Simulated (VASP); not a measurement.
Crystal: BaS.

```
Ba S
1.0
     0.00000    3.21180    3.21180
     3.16908    0.00000    3.21180
     3.16908    3.21180    0.00000
Ba S
1 1
Direct
  0.00000 0.00000 0.00000
  0.50000 0.50000 0.50000
```

This cell differs from its parent crystal: uniaxial x strain -1.3%.

Base run:

```yaml
Program: VASP 6.6.1
Functional: PBE
Potentials_or_basis: VASP PAW PBE potentials, release 64 (Ba_sv, S)
Cutoff: 520 eV
k_mesh: 8 × 8 × 8
Occupations: fermi-dirac, width 0.02 eV
Spin: no spin polarisation
```

Its results: band gap on the k mesh 2.08 eV (least direct gap 2.22 eV); pressure 1.3 GPa.

Question: The run is repeated on the same cell with these changes: functional from PBE to r2SCAN; occupations from fermi-dirac, width 0.02 eV to gaussian, width 0.01 eV. What comes out?

Answer: Band gap on the k mesh 2.43 eV (least direct gap 2.57 eV); pressure 1.3 GPa.

Caveats: spin-orbit coupling is left out, which moves the levels of the heavy elements; the PAW data sets were made with another functional, which shifts forces and pressure a little (at least some runs).

A k mesh can miss the band edges.
